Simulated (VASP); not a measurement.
# TiC in VASP: a series of runs

TiC is run at these levels: PBE; tasks: single point.

Everything below comes from runs of VASP 6.6.1. Logs are shortened: lines on timing, memory, paths and dates and some standing lists are left out, and cuts for length are marked.

### 1 The cell of the first run

The structure is cubic, space group Fm-3m (No. 225). The conventional cell has a = 4.413 Å, b = 4.413 Å, c = 4.413 Å, α = 90.00°, β = 90.00°, γ = 90.00°. Within 2.9 Å of Ti (site symmetry m-3m) lie 6 C at 2.21 Å. C (site symmetry m-3m) has 6 Ti at 2.21 Å within 2.9 Å.

### 2 Single point, PBE (volume scaled by 1.06)

Input file INCAR:

```
PREC = Accurate
ENCUT = 520
EDIFF = 1E-6
ISMEAR = -1
SIGMA = 0.03
LREAL = False
LASPH = True
NELM = 100
ALGO = Normal
ISIF = 2
LWAVE = False
LCHARG = False
GGA = PE
NBANDS = 15
```

Input file KPOINTS:

```
regular mesh
0
Gamma
  16 16 16
```

Input file POSCAR:

```
TiC
1.0
    0.0000000000      2.2064421477      2.2064421477
    2.2064421477      0.0000000000      2.2064421477
    2.2064421477      2.2064421477      0.0000000000
Ti C
1 1
Direct
    0.0000000000      0.0000000000      0.0000000000
    0.5000000000      0.5000000000      0.5000000000
```

Potentials or basis: VASP PAW PBE potentials, release 64 (Ti_sv, C).

The run is started by

```sh
$ cat potpaw_PBE.64/Ti_sv/POTCAR potpaw_PBE.64/C/POTCAR > POTCAR
$ mpirun -np 1 vasp_std > vasp.out
```

OUTCAR:

```text
PREC = Accurate
   ENCUT = 520
   EDIFF = 1E-6
   ISMEAR = -1
   LREAL = False
   LASPH = True
   NELM = 100
   ISIF = 2
   GGA = PE

 ion  position               nearest neighbor table
   1  0.000  0.000  0.000-   2 2.21   2 2.21   2 2.21   2 2.21   2 2.21   2 2.21
   2  0.500  0.500  0.500-   1 2.21   1 2.21   1 2.21   1 2.21   1 2.21   1 2.21

  LATTYP: Found a face centered cubic cell.
 ALAT       =     4.4128842954

  Lattice vectors:

 A1 = (   0.0000000000,   2.2064421477,   2.2064421477)
 A2 = (   2.2064421477,   0.0000000000,   2.2064421477)
 A3 = (   2.2064421477,   2.2064421477,   0.0000000000)

Analysis of symmetry for initial positions (statically):
=====================================================================
 Subroutine PRICEL returns:
 Original cell was already a primitive cell.

 Routine SETGRP: Setting up the symmetry group for a
 face centered cubic supercell.

 Subroutine GETGRP returns: Found 48 space group operations
 (whereof 48 operations were pure point group operations)
 out of a pool of 48 trial point group operations.

The static configuration has the point symmetry O_h .

Analysis of symmetry for dynamics (positions and initial velocities):
=====================================================================
 Subroutine PRICEL returns:
 Original cell was already a primitive cell.

 Routine SETGRP: Setting up the symmetry group for a
 face centered cubic supercell.

 Subroutine GETGRP returns: Found 48 space group operations
 (whereof 48 operations were pure point group operations)
 out of a pool of 48 trial point group operations.

The dynamic configuration has the point symmetry O_h .

 Subroutine INISYM returns: Found 48 space group operations
 (whereof 48 operations are pure point group operations),
 and found     1 'primitive' translations

----------------------------------------------------------------------------------------

                                     Primitive cell

  volume of cell :      21.4836

  direct lattice vectors                    reciprocal lattice vectors
     0.000000000  2.206442148  2.206442148    -0.226609159  0.226609159  0.226609159
     2.206442148  0.000000000  2.206442148     0.226609159 -0.226609159  0.226609159
     2.206442148  2.206442148  0.000000000     0.226609159  0.226609159 -0.226609159

  length of vectors
     3.120380410  3.120380410  3.120380410     0.392498577  0.392498577  0.392498577

  position of ions in fractional coordinates (direct lattice)
     0.000000000  0.000000000  0.000000000
     0.500000000  0.500000000  0.500000000

  ion indices of the primitive-cell ions
   primitive index   ion index
                 1           1
                 2           2

----------------------------------------------------------------------------------------

 KPOINTS: regular mesh

Automatic generation of k-mesh.
 Grid dimensions read from file:
 generate k-points for:   16   16   16

 Generating k-lattice:

  Cartesian coordinates                     Fractional coordinates (reciprocal lattice)
    -0.014163072  0.014163072  0.014163072     0.062500000  0.000000000  0.000000000
     0.014163072 -0.014163072  0.014163072     0.000000000  0.062500000  0.000000000
     0.014163072  0.014163072 -0.014163072     0.000000000  0.000000000  0.062500000

  Length of vectors
     0.024531161  0.024531161  0.024531161

  Shift w.r.t. Gamma in fractional coordinates (k-lattice)
     0.000000000  0.000000000  0.000000000

 Subroutine IBZKPT returns following result:
 ===========================================

 Found    145 irreducible k-points:

 Following reciprocal coordinates:
            Coordinates               Weight
  0.000000  0.000000  0.000000      1.000000
  0.062500  0.000000  0.000000      8.000000
  0.125000  0.000000  0.000000      8.000000
  0.187500  0.000000  0.000000      8.000000
  0.250000  0.000000  0.000000      8.000000
  0.312500  0.000000  0.000000      8.000000
[... 16 lines left out ...]
 -0.125000  0.062500  0.000000     24.000000
 -0.062500  0.062500  0.000000     12.000000
 [... further k-points ...]
   k-points           NKPTS =    145   k-points in BZ     NKDIM =    145   number of bands    NBANDS=     15
   number of dos      NEDOS =    301   number of ions     NIONS =      2
   total plane-waves  NPLWV =  13824
   dimension x,y,z NGX =    24 NGY =   24 NGZ =   24
   dimension x,y,z NGXF=    48 NGYF=   48 NGZF=   48
   ions per type =               1   1
   NGX,Y,Z   is equivalent  to a cutoff of  12.79, 12.79, 12.79 a.u.
   NGXF,Y,Z  is equivalent  to a cutoff of  25.57, 25.57, 25.57 a.u.
 SYSTEM =  unknown system
   PREC   = accura    normal or accurate (medium, high low for compatibility)
   ISTART =      0    job   : 0-new  1-cont  2-samecut
   ICHARG =      2    charge: 1-file 2-atom 10-const
   ISPIN  =      1    spin polarized calculation?
   LNONCOLLINEAR =      F non collinear calculations
   LSORBIT =      F    spin-orbit coupling
   LASPH  =      T    aspherical Exc in radial PAW
   ENCUT  =  520.0 eV  38.22 Ry    6.18 a.u.   5.80  5.80  5.80*2*pi/ulx,y,z
   NELM   =    100;   NELMIN=  2; NELMDL= -5     # of ELM steps
   EDIFF  = 0.1E-05   stopping-criterion for ELM
   LREAL  =      F    real-space projection
   EDIFFG = 0.1E-04   stopping-criterion for IOM
   NSW    =      0    number of steps for IOM
   IBRION =     -1    ionic relax: 0-MD 1-quasi-New 2-CG
   NFREE  =      0    steps in history (QN), initial steepest desc. (CG)
   ISIF   =      2    stress and relaxation
   ISYM   =      2    0-nonsym 1-usesym 2-fastsym
   POTIM  = 0.5000    time-step for ionic-motion
   TEBEG  =    0.0;   TEEND  =   0.0 temperature during run
   PSTRESS=    0.0 pullay stress
   NELECT =      16.0000    total number of electrons
   NUPDOWN=      -1.0000    fix difference up-down
   EMIN   =  10.00;   EMAX   =-10.00  energy-range for DOS
   EFERMI =   0.00;   METHOD = LEGACY
   ISMEAR =    -1;   SIGMA  =   0.03  broadening in eV -4-tet -1-fermi 0-gaus
   EFERMI_NEDOS =   21; number of points for ismear=-14 and -15
   IALGO  =     38    algorithm
   IMIX   =      4    mixing-type and parameters
     AMIX     =   0.40;   BMIX     =  1.00
     AMIX_MAG =   1.60;   BMIX_MAG =  1.00
  volume/ion in A,a.u.               =      10.74        72.49
  Fermi-wavevector in a.u.,A,eV,Ry     =   1.483926  2.804214 29.960529  2.202037
  Thomas-Fermi vector in A             =   2.597527
   LORBIT       =      0    0 simple, 1 ext, 2 COOP (PROOUT), +10 PAW based schemes
   GGA     = PE    functional components
   LHFCALC =     F    Hartree Fock is set to
   AEXX    =    0.0000 exact exchange contribution
   IVDW    =     0    specifies the selected vdW correction
   LEPSILON=     F    determine dielectric tensor
   LRPA    =     F    only Hartree local field effects (RPA)
 non-spin polarized calculation
  energy-cutoff  :      520.00
  volume of cell :       21.48
 maximum number of plane-waves:       604
   NGX = 11   NGY = 11   NGZ = 11

 number of electron      15.9999998 magnetization

 Free energy of the ion-electron system (eV)
  ---------------------------------------------------
  ext. energy  EPLUGINS =         0.00000000
  ---------------------------------------------------
  free energy    TOTEN  =       -18.66522113 eV

  energy without entropy =      -18.66380623  energy(sigma->0) =      -18.66451368

 E-fermi :   8.7634     XC(G=0): -12.4109

 val. band max:        8.7568882979   @ k =   0.3125   0.2500   0.0000
 cond. band min:       8.7645934993   @ k =  -0.0625   0.0625   0.0000
 fundamental gap:      0.0077052015
 Fermi energy:         8.7634341868

 k-point     1 :       0.0000    0.0000    0.0000
  band No.  band energies     occupation
      1     -47.9836      2.00000
      2     -24.0331      2.00000
      3     -24.0331      2.00000
      4     -24.0331      2.00000
      5      -3.3640      2.00000
      6       9.4378      0.00000
      7       9.4378      0.00000
      8       9.4378      0.00000
      9      10.3619      0.00000
     10      10.3619      0.00000
     11      10.3762      0.00000
     12      10.3762      0.00000
     13      10.3762      0.00000
     14      18.4478      0.00000
     15      22.5771      0.00000

 k-point     2 :       0.0625    0.0000    0.0000
  band No.  band energies     occupation
      1     -47.9815      2.00000
      2     -24.0489      2.00000
      3     -24.0347      2.00000
      4     -24.0347      2.00000
      5      -3.2816      2.00000
      6       9.0198      0.00039
      7       9.2389      0.00000
      8       9.2389      0.00000
      9       9.7417      0.00000
     10       9.7417      0.00000
     11      10.5886      0.00000
     12      11.3135      0.00000
     13      11.3135      0.00000
     14      18.6136      0.00000
     15      22.5851      0.00000

 k-point     3 :       0.1250    0.0000    0.0000
  band No.  band energies     occupation
      1     -47.9754      2.00000
      2     -24.0936      2.00000
      3     -24.0391      2.00000
      4     -24.0391      2.00000
      5      -3.0393      2.00000
      6       8.1798      2.00000
      7       8.5110      1.99956
      8       8.5110      1.99956
      9       9.8183      0.00000
     10       9.8183      0.00000
     11      10.8806      0.00000
     12      12.3084      0.00000
     13      12.3084      0.00000
     14      19.0200      0.00000
     15      22.5289      0.00000
[... 343 lines left out ...]
 k-point    23 :      -0.1250    0.0625    0.0000
  band No.  band energies     occupation
      1     -47.9709      2.00000
      2     -24.1196      2.00000
      3     -24.0539      2.00000
      4     -24.0371      2.00000
      5      -2.8585      2.00000
      6       7.7033      2.00000
      7       8.0272      2.00000
      8       8.2329      2.00000
      9       9.7205      0.00000
     10      10.2193      0.00000
     11      11.1757      0.00000
     12      12.1499      0.00000
     13      13.2140      0.00000
     14      19.2955      0.00000
     15      22.4670      0.00000

 k-point    24 :      -0.0625    0.0625    0.0000
  band No.  band energies     occupation
      1     -47.9780      2.00000
      2     -24.0707      2.00000
      3     -24.0437      2.00000
      4     -24.0342      2.00000
      5      -3.1467      2.00000
      6       8.5669      1.99715
      7       8.7460      1.28305
      8       8.7646      0.98068
      9       9.5400      0.00000
     10      10.0638      0.00000
     11      10.9248      0.00000
     12      11.4127      0.00000
     13      12.2370      0.00000
     14      18.8685      0.00000
     15      22.5764      0.00000

 [... further k-points ...]

------------------------ aborting loop because EDIFF is reached ----------------------------------------

  FORCE on cell =-STRESS in cart. coord.  units (eV):
  Direction    XX          YY          ZZ          XY          YZ          ZX
  --------------------------------------------------------------------------------------
  -------------------------------------------------------------------------------------
  Total       -1.6163743     -1.6163743     -1.6163743      0.0000000     -0.0000000      0.0000000
  in kB     -120.5438026   -120.5438026   -120.5438026      0.0000000     -0.0000000      0.0000000
  external PRESSURE =    -120.5438026 kB  Pullay stress =       0.0000000 kB

 VOLUME and BASIS-vectors are now :
 -----------------------------------------------------------------------------
  energy-cutoff  :      520.00
  volume of cell :       21.48
      direct lattice vectors                 reciprocal lattice vectors
     0.000000000  2.206442148  2.206442148    -0.226609159  0.226609159  0.226609159
     2.206442148  0.000000000  2.206442148     0.226609159 -0.226609159  0.226609159
     2.206442148  2.206442148  0.000000000     0.226609159  0.226609159 -0.226609159

 POSITION                                       TOTAL-FORCE (eV/Angst)
 -----------------------------------------------------------------------------------
      0.00000      0.00000      0.00000         0.000000     -0.000000      0.000000
      2.20644      2.20644      2.20644         0.000000      0.000000      0.000000
 -----------------------------------------------------------------------------------
    total drift:                                0.000000     -0.000000     -0.000000

  FREE ENERGIE OF THE ION-ELECTRON SYSTEM (eV)
  ---------------------------------------------------
  free  energy   TOTEN  =       -18.6652211321 eV

  energy  without entropy=      -18.6638062325  energy(sigma->0) =      -18.66451368
```

It took 24 s on 1 thread of Intel Xeon Platinum 8559C (Emerald Rapids), shared host; peak memory 0.17 GiB.

What came out:

- Free energy: -18.6652 eV
- Pressure: -12.1 GPa
- Band gap on the k mesh: zero (band 8 reaches 9.44 eV, above the bottom of band 9 at 8.38 eV)

### 3 Single point, PBE (equal xy, yz and zx shear strains of -2 %)

Input file INCAR:

```
PREC     = Accurate       # precision mode
ENCUT    = 520            # plane-wave cutoff, eV
EDIFF    = 1E-7           # SCF threshold, eV
ISMEAR   = -1             # smearing method
SIGMA    = 0.03           # smearing width, eV
LREAL    = F              # projectors in reciprocal space
LASPH    = T              # aspherical terms in the spheres
NELM     = 60             # most SCF steps
ALGO     = Normal         # electronic algorithm
ISIF     = 2              # what is computed and relaxed
LWAVE    = F              # write WAVECAR
LCHARG   = F              # write CHGCAR
GGA      = PE             # functional
NBANDS   = 15             # bands
```

Input file KPOINTS:

```
Automatic mesh
0
Gamma
  16 16 16
```

Input file POSCAR:

```
TiC
1.0
   -0.0432800000      2.1423600000      2.1423600000
    2.1423600000     -0.0432800000      2.1423600000
    2.1423600000      2.1423600000     -0.0432800000
Ti C
1 1
Direct
    0.0000000000      0.0000000000      0.0000000000
    0.5000000000      0.5000000000      0.5000000000
```

Potentials or basis: VASP PAW PBE potentials, release 64 (Ti_sv, C).

The run is started by

```sh
$ cat potpaw_PBE.64/Ti_sv/POTCAR potpaw_PBE.64/C/POTCAR > POTCAR
$ mpirun -np 1 vasp_std > vasp.out
```

It took 67 s on 1 thread of Intel Xeon Platinum 8488C (Sapphire Rapids), shared host; peak memory 0.25 GiB.

The run converged. Its results:

* Free energy: -18.6969 eV
* Pressure: 1.2 GPa
* Band gap on the k mesh: zero (band 8 reaches 10.33 eV, above the bottom of band 9 at 9.17 eV)

Stress tensor (GPa, compression positive):
```
1.17 3.13 3.13
3.13 1.17 3.13
3.13 3.13 1.17
```

Levels at points of the mesh, in eV from the Fermi level:
```
           k point  band 4  band 5  band 6  band 7  band 8  band 9  band 10  band 11  band 12  band 13
(0.00, 0.00, 0.00)  -32.59  -12.41    0.59    0.59    0.88    1.60     1.60     1.73     1.73     1.84
(0.50, 0.00, 0.00)  -32.64   -8.97   -5.85   -2.98   -2.70    2.80     2.96     4.10     8.08     8.20
(0.50, 0.50, 0.00)  -32.76  -10.12   -3.44   -1.62   -0.17    0.11     2.71     3.52     3.54     5.81
(0.50, 0.50, 0.50)  -32.67   -8.76   -5.84   -3.08   -3.08    3.00     3.00     4.23     7.97     8.26
```

Caveat: the cell differs from its parent crystal (equal xy, yz and zx shear strains of -2 %).
